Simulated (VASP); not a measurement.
# HfN (F222) in VASP: notebook

The runs below take HfN through single point, with PBEsol.

Program: VASP 6.6.1. These are calculated values, not measurements. Logs are shortened: lines on timing, memory, paths and dates and some standing lists are left out, and cuts for length are marked.

## 1. The cell of the first run

The structure is orthorhombic, space group F222 (No. 22). The conventional cell has a = 4.419 Å, b = 4.910 Å, c = 5.401 Å, α = 90.00°, β = 90.00°, γ = 90.00°. Within 2.8 Å of Hf (site symmetry 222) lie 4 N at 2.13 Å. Within 2.8 Å of N (site symmetry 222) lie 4 Hf at 2.13 Å.

## 2. Single point, PBEsol (strain -0.1000 x Voigt [1, -1, 0, 0, 0, 0])

File INCAR:

```
  ALGO = Normal
  EDIFF = 1E-6
  ENCUT = 520
  GGA = PS
  ISIF = 2
  ISMEAR = 0
  LASPH = True
  LCHARG = False
  LREAL = False
  LWAVE = False
  NBANDS = 14
  NELM = 100
  PREC = Accurate
  SIGMA = 0.15
```

File KPOINTS:

```
k-points
0
Gamma
  16 16 16
```

File POSCAR:

```
HfN
1.0
    0.0000000000      2.7003042000      2.4548220000
    2.2093398000      0.0000000000      2.4548220000
    2.2093398000      2.7003042000      0.0000000000
Hf N
1 1
Direct
    0.0000000000      0.0000000000      0.0000000000
    0.7500000000      0.7500000000      0.7500000000
```

Potentials or basis: VASP PAW PBE potentials, release 64 (Hf_pv, N).

Run with:

```
$ cat potpaw_PBE.64/Hf_pv/POTCAR potpaw_PBE.64/N/POTCAR > POTCAR
$ mpirun -np 1 vasp_std > vasp.out
```

OUTCAR:

```text
EDIFF = 1E-6
   ENCUT = 520
   GGA = PS
   ISIF = 2
   ISMEAR = 0
   LASPH = True
   LREAL = False
   NELM = 100
   PREC = Accurate

 ion  position               nearest neighbor table
   1  0.000  0.000  0.000-   2 2.13   2 2.13   2 2.13   2 2.13
   2  0.750  0.750  0.750-   1 2.13   1 2.13   1 2.13   1 2.13

  LATTYP: Found a face centered orthorhombic cell.
 ALAT       =     4.4186796000
 B/A-ratio  =     1.1111111111
 C/A-ratio  =     1.2222222222

  Lattice vectors:

 A1 = (   0.0000000000,   2.7003042000,  -2.4548220000)
 A2 = (   2.2093398000,   2.7003042000,   0.0000000000)
 A3 = (   2.2093398000,   0.0000000000,  -2.4548220000)

Analysis of symmetry for initial positions (statically):
=====================================================================
 Subroutine PRICEL returns:
 Original cell was already a primitive cell.

 Routine SETGRP: Setting up the symmetry group for a
 face centered orthorhombic supercell.

 Subroutine GETGRP returns: Found  4 space group operations
 (whereof  4 operations were pure point group operations)
 out of a pool of  8 trial point group operations.

The static configuration has the point symmetry D_2 .

Analysis of symmetry for dynamics (positions and initial velocities):
=====================================================================
 Subroutine PRICEL returns:
 Original cell was already a primitive cell.

 Routine SETGRP: Setting up the symmetry group for a
 face centered orthorhombic supercell.

 Subroutine GETGRP returns: Found  4 space group operations
 (whereof  4 operations were pure point group operations)
 out of a pool of  8 trial point group operations.

The dynamic configuration has the point symmetry D_2 .

 Subroutine INISYM returns: Found  4 space group operations
 (whereof  4 operations are pure point group operations),
 and found     1 'primitive' translations

----------------------------------------------------------------------------------------

                                     Primitive cell

  volume of cell :      29.2904

  direct lattice vectors                    reciprocal lattice vectors
     0.000000000  2.700304200  2.454822000    -0.226311951  0.185164323  0.203680756
     2.209339800  0.000000000  2.454822000     0.226311951 -0.185164323  0.203680756
     2.209339800  2.700304200  0.000000000     0.226311951  0.185164323 -0.203680756

  length of vectors
     3.649355261  3.302625229  3.488957599     0.356354846  0.356354846  0.356354846

  position of ions in fractional coordinates (direct lattice)
     0.000000000  0.000000000  0.000000000
     0.750000000  0.750000000  0.750000000

  ion indices of the primitive-cell ions
   primitive index   ion index
                 1           1
                 2           2

----------------------------------------------------------------------------------------

 KPOINTS: k-points

Automatic generation of k-mesh.
 Grid dimensions read from file:
 generate k-points for:   16   16   16

 Generating k-lattice:

  Cartesian coordinates                     Fractional coordinates (reciprocal lattice)
    -0.014144497  0.011572770  0.012730047     0.062500000  0.000000000  0.000000000
     0.014144497 -0.011572770  0.012730047    -0.000000000  0.062500000 -0.000000000
     0.014144497  0.011572770 -0.012730047     0.000000000  0.000000000  0.062500000

  Length of vectors
     0.022272178  0.022272178  0.022272178

  Shift w.r.t. Gamma in fractional coordinates (k-lattice)
     0.000000000  0.000000000  0.000000000

 Subroutine IBZKPT returns following result:
 ===========================================

 Found    621 irreducible k-points:

 Following reciprocal coordinates:
            Coordinates               Weight
  0.000000  0.000000  0.000000      1.000000
  0.062500  0.000000 -0.000000      8.000000
  0.125000  0.000000 -0.000000      8.000000
  0.187500  0.000000 -0.000000      8.000000
  0.250000  0.000000 -0.000000      8.000000
  0.312500  0.000000 -0.000000      8.000000
[... 16 lines left out ...]
 -0.125000  0.062500  0.000000      8.000000
 -0.062500  0.062500  0.000000      4.000000
 [... further k-points ...]
   k-points           NKPTS =    621   k-points in BZ     NKDIM =    621   number of bands    NBANDS=     14
   number of dos      NEDOS =    301   number of ions     NIONS =      2
   total plane-waves  NPLWV =  21952
   dimension x,y,z NGX =    28 NGY =   28 NGZ =   28
   dimension x,y,z NGXF=    56 NGYF=   56 NGZF=   56
   ions per type =               1   1
   NGX,Y,Z   is equivalent  to a cutoff of  12.76, 14.09, 13.34 a.u.
   NGXF,Y,Z  is equivalent  to a cutoff of  25.51, 28.19, 26.68 a.u.
 SYSTEM =  unknown system
   PREC   = accura    normal or accurate (medium, high low for compatibility)
   ISTART =      0    job   : 0-new  1-cont  2-samecut
   ICHARG =      2    charge: 1-file 2-atom 10-const
   ISPIN  =      1    spin polarized calculation?
   LNONCOLLINEAR =      F non collinear calculations
   LSORBIT =      F    spin-orbit coupling
   LASPH  =      T    aspherical Exc in radial PAW
   ENCUT  =  520.0 eV  38.22 Ry    6.18 a.u.   6.79  6.14  6.49*2*pi/ulx,y,z
   NELM   =    100;   NELMIN=  2; NELMDL= -5     # of ELM steps
   EDIFF  = 0.1E-05   stopping-criterion for ELM
   LREAL  =      F    real-space projection
   EDIFFG = 0.1E-04   stopping-criterion for IOM
   NSW    =      0    number of steps for IOM
   IBRION =     -1    ionic relax: 0-MD 1-quasi-New 2-CG
   NFREE  =      0    steps in history (QN), initial steepest desc. (CG)
   ISIF   =      2    stress and relaxation
   ISYM   =      2    0-nonsym 1-usesym 2-fastsym
   POTIM  = 0.5000    time-step for ionic-motion
   TEBEG  =    0.0;   TEEND  =   0.0 temperature during run
   PSTRESS=    0.0 pullay stress
   NELECT =      15.0000    total number of electrons
   NUPDOWN=      -1.0000    fix difference up-down
   EMIN   =  10.00;   EMAX   =-10.00  energy-range for DOS
   EFERMI =   0.00;   METHOD = LEGACY
   ISMEAR =     0;   SIGMA  =   0.15  broadening in eV -4-tet -1-fermi 0-gaus
   EFERMI_NEDOS =   21; number of points for ismear=-14 and -15
   IALGO  =     38    algorithm
   IMIX   =      4    mixing-type and parameters
     AMIX     =   0.40;   BMIX     =  1.00
     AMIX_MAG =   1.60;   BMIX_MAG =  1.00
  volume/ion in A,a.u.               =      14.65        98.83
  Fermi-wavevector in a.u.,A,eV,Ry     =   1.309775  2.475117 23.340954  1.715512
  Thomas-Fermi vector in A             =   2.440351
   LORBIT       =      0    0 simple, 1 ext, 2 COOP (PROOUT), +10 PAW based schemes
   GGA     = PS    functional components
   LHFCALC =     F    Hartree Fock is set to
   AEXX    =    0.0000 exact exchange contribution
   IVDW    =     0    specifies the selected vdW correction
   LEPSILON=     F    determine dielectric tensor
   LRPA    =     F    only Hartree local field effects (RPA)
 non-spin polarized calculation
 Gauss-broadening in eV      SIGMA  =   0.15
  energy-cutoff  :      520.00
  volume of cell :       29.29
 maximum number of plane-waves:       803
   NGX = 13   NGY = 13   NGZ = 13

 number of electron      15.0000002 magnetization

 Free energy of the ion-electron system (eV)
  ---------------------------------------------------
  ext. energy  EPLUGINS =         0.00000000
  ---------------------------------------------------
  free energy    TOTEN  =       -22.00530483 eV

  energy without entropy =      -21.99618838  energy(sigma->0) =      -22.00074661

 E-fermi :   5.7285     XC(G=0): -11.4621

 val. band max:        5.7242770258   @ k =   0.1875   0.0000   0.0625
 cond. band min:       5.7291153011   @ k =   0.1875  -0.1875   0.1250
 fundamental gap:      0.0048382753
 Fermi energy:         5.7285196939

 k-point     1 :       0.0000    0.0000    0.0000
  band No.  band energies     occupation
      1     -25.3816      2.00000
      2     -25.3549      2.00000
      3     -25.3370      2.00000
      4     -10.4006      2.00000
      5       0.1338      2.00000
      6       0.4905      2.00000
      7       0.6728      2.00000
      8       4.7648      2.00000
      9       6.9636      0.00000
     10       8.8797      0.00000
     11      10.5720      0.00000
     12      12.2052      0.00000
     13      13.5728      0.00000
     14      18.0388      0.00000

 k-point     2 :       0.0625    0.0000   -0.0000
  band No.  band energies     occupation
      1     -25.3931      2.00000
      2     -25.3609      2.00000
      3     -25.3441      2.00000
      4     -10.3512      2.00000
      5       0.1107      2.00000
      6       0.4592      2.00000
      7       0.6673      2.00000
      8       4.9637      2.00000
      9       6.9642      0.00000
     10       8.7739      0.00000
     11      10.6550      0.00000
     12      12.2424      0.00000
     13      13.5203      0.00000
     14      17.9916      0.00000

 k-point     3 :       0.1250    0.0000   -0.0000
  band No.  band energies     occupation
      1     -25.4414      2.00000
      2     -25.3714      2.00000
      3     -25.3552      2.00000
      4     -10.2124      2.00000
      5      -0.0256      2.00000
      6       0.4174      2.00000
      7       0.7372      2.00000
      8       5.4406      1.99337
      9       7.0184      0.00000
     10       8.5384      0.00000
     11      10.8024      0.00000
     12      12.2920      0.00000
     13      13.4160      0.00000
     14      17.1771      0.00000
[... 324 lines left out ...]
 k-point    23 :      -0.1250    0.0625    0.0000
  band No.  band energies     occupation
      1     -25.4721      2.00000
      2     -25.3801      2.00000
      3     -25.3651      2.00000
      4     -10.1119      2.00000
      5      -0.1492      2.00000
      6       0.4381      2.00000
      7       0.7801      2.00000
      8       5.7302      0.98716
      9       7.0305      0.00000
     10       8.5936      0.00000
     11      10.9196      0.00000
     12      12.2936      0.00000
     13      13.2972      0.00000
     14      16.6122      0.00000

 k-point    24 :      -0.0625    0.0625    0.0000
  band No.  band energies     occupation
      1     -25.4169      2.00000
      2     -25.3692      2.00000
      3     -25.3510      2.00000
      4     -10.2719      2.00000
      5       0.0179      2.00000
      6       0.4766      2.00000
      7       0.6589      2.00000
      8       5.2642      1.99999
      9       6.9292      0.00000
     10       8.7488      0.00000
     11      10.8092      0.00000
     12      12.2565      0.00000
     13      13.4116      0.00000
     14      17.6794      0.00000

 [... further k-points ...]

------------------------ aborting loop because EDIFF is reached ----------------------------------------

  FORCE on cell =-STRESS in cart. coord.  units (eV):
  Direction    XX          YY          ZZ          XY          YZ          ZX
  --------------------------------------------------------------------------------------
  -------------------------------------------------------------------------------------
  Total        1.0253805     -3.7159765     -0.4805527      0.0000000      0.0000000      0.0000000
  in kB       56.0880620   -203.2630020    -26.2861148      0.0000000      0.0000000      0.0000000
  external PRESSURE =     -57.8203516 kB  Pullay stress =       0.0000000 kB

 VOLUME and BASIS-vectors are now :
 -----------------------------------------------------------------------------
  energy-cutoff  :      520.00
  volume of cell :       29.29
      direct lattice vectors                 reciprocal lattice vectors
     0.000000000  2.700304200  2.454822000    -0.226311951  0.185164323  0.203680756
     2.209339800  0.000000000  2.454822000     0.226311951 -0.185164323  0.203680756
     2.209339800  2.700304200  0.000000000     0.226311951  0.185164323 -0.203680756

 POSITION                                       TOTAL-FORCE (eV/Angst)
 -----------------------------------------------------------------------------------
      0.00000      0.00000      0.00000         0.000000     -0.000000     -0.000000
      3.31401      4.05046      3.68223        -0.000000      0.000000      0.000000
 -----------------------------------------------------------------------------------
    total drift:                                0.000000     -0.000000     -0.000000

  FREE ENERGIE OF THE ION-ELECTRON SYSTEM (eV)
  ---------------------------------------------------
  free  energy   TOTEN  =       -22.0053048332 eV

  energy  without entropy=      -21.9961883769  energy(sigma->0) =      -22.00074661
```

It took 1.8 min on 1 thread of Intel Xeon 6975P-C (Granite Rapids), shared host; peak memory 0.37 GiB.

What came out:

```
Free energy            : -22.0053 eV
Pressure               : -5.8 GPa
Band gap on the k mesh : zero (an odd number of electrons rules out a gap without spin polarisation)
```

Caveat: the cell differs from its parent crystal (strain -0.1000 x Voigt [1, -1, 0, 0, 0, 0]); the cell stands under tension; the PAW data sets were made with another functional, which shifts forces and pressure a little; spin-orbit coupling is left out, which moves the levels of the heavy elements.

## 3. Single point, PBEsol (strain +0.0875 x Voigt [1, -1, 0, 0, 0, 0])

INCAR: that of step 2 with these lines changed.

```diff
@@ -1,3 +1,3 @@
   ALGO = Normal
-  EDIFF = 1E-6
+  EDIFF = 1E-7
   ENCUT = 520
```

KPOINTS is that of step 2.

File POSCAR:

```
HfN
1.0
    0.0000000000      2.2400250750      2.4548220000
    2.6696189250      0.0000000000      2.4548220000
    2.6696189250      2.2400250750      0.0000000000
Hf N
1 1
Direct
    0.0000000000      0.0000000000      0.0000000000
    0.7500000000      0.7500000000      0.7500000000
```

Potentials or basis: VASP PAW PBE potentials, release 64 (Hf_pv, N).

Run with:

```
$ cat potpaw_PBE.64/Hf_pv/POTCAR potpaw_PBE.64/N/POTCAR > POTCAR
$ mpirun -np 1 vasp_std > vasp.out
```

OUTCAR:

```text
EDIFF = 1E-7
   ENCUT = 520
   GGA = PS
   ISIF = 2
   ISMEAR = 0
   LASPH = True
   LREAL = False
   NELM = 100
   PREC = Accurate

 ion  position               nearest neighbor table
   1  0.000  0.000  0.000-   2 2.13   2 2.13   2 2.13   2 2.13
   2  0.750  0.750  0.750-   1 2.13   1 2.13   1 2.13   1 2.13

  LATTYP: Found a face centered orthorhombic cell.
 ALAT       =     4.4800501500
 B/A-ratio  =     1.0958904110
 C/A-ratio  =     1.1917808219

  Lattice vectors:

[... 587 lines left out ...]
      9       6.9540      0.00000
     10       8.6176      0.00000
     11      10.9839      0.00000
     12      12.2552      0.00000
     13      13.3046      0.00000
     14      17.6295      0.00000

 [... further k-points ...]
[... 5 lines left out ...]
  --------------------------------------------------------------------------------------
  -------------------------------------------------------------------------------------
  Total       -3.4943848      0.8835037     -0.5872091      0.0000000      0.0000000      0.0000000
  in kB     -190.6905449     48.2132941    -32.0443323      0.0000000      0.0000000      0.0000000
  external PRESSURE =     -58.1738610 kB  Pullay stress =       0.0000000 kB

 VOLUME and BASIS-vectors are now :
 -----------------------------------------------------------------------------
  energy-cutoff  :      520.00
  volume of cell :       29.36
      direct lattice vectors                 reciprocal lattice vectors
     0.000000000  2.240025075  2.454822000    -0.187292649  0.223211787  0.203680756
     2.669618925  0.000000000  2.454822000     0.187292649 -0.223211787  0.203680756
     2.669618925  2.240025075  0.000000000     0.187292649  0.223211787 -0.203680756

 POSITION                                       TOTAL-FORCE (eV/Angst)
 -----------------------------------------------------------------------------------
      0.00000      0.00000      0.00000         0.000000     -0.000000      0.000000
      4.00443      3.36004      3.68223        -0.000000      0.000000     -0.000000
 -----------------------------------------------------------------------------------
    total drift:                               -0.000000      0.000000     -0.000000

  FREE ENERGIE OF THE ION-ELECTRON SYSTEM (eV)
  ---------------------------------------------------
  free  energy   TOTEN  =       -22.0597806841 eV

  energy  without entropy=      -22.0512604274  energy(sigma->0) =      -22.05552056
```

stdout:

```text
POSCAR found type information on POSCAR HfN
 POSCAR found :  2 types and       2 ions
 scaLAPACK will be used
 -----------------------------------------------------------------------------
|                                                                             |
|                                                                             |
|     You enforced a specific xc type in the INCAR file but a different       |
|     I HOPE YOU KNOW WHAT YOU ARE DOING!                                     |
|                                                                             |
 -----------------------------------------------------------------------------

 LDA part: xc-table for (Slater+PW92), standard interpolation
 POSCAR, INCAR and KPOINTS ok, starting setup
 FFT: planning ... GRIDC
 FFT: planning ... GRID_SOFT
 FFT: planning ... GRID
 WAVECAR not read
 entering main loop
```

Run time: 1.9 min. Hardware: 1 thread of Intel Xeon 6975P-C (Granite Rapids), shared host; peak memory 0.38 GiB.

What came out:

```yaml
Free_energy: -22.0598 eV
Pressure: -5.8 GPa
Band_gap_on_the_k_mesh: zero (an odd number of electrons rules out a gap without spin polarisation)
```

Levels at points of the mesh, in eV from the Fermi level:
```
           k point  band 6  band 7  band 8  band 9  band 10  band 11
(0.00, 0.00, 0.00)   -5.30   -5.13   -0.91    1.32     3.05     5.06
(0.50, 0.00, 0.00)   -5.23   -4.44    1.34    2.57     3.04     3.72
(0.50, 0.50, 0.00)   -3.99   -3.41   -1.11    1.29     4.61     4.72
(0.50, 0.00, 0.50)   -3.98   -3.73   -0.52    1.87     4.33     4.39
(0.00, 0.50, 0.50)   -3.48   -3.21   -1.63    1.63     4.20     4.50
```

Caveat: the cell differs from its parent crystal (strain +0.0875 x Voigt [1, -1, 0, 0, 0, 0]); the cell stands under tension; the PAW data sets were made with another functional, which shifts forces and pressure a little; spin-orbit coupling is left out, which moves the levels of the heavy elements.

(Continued in part 2 of 2.)
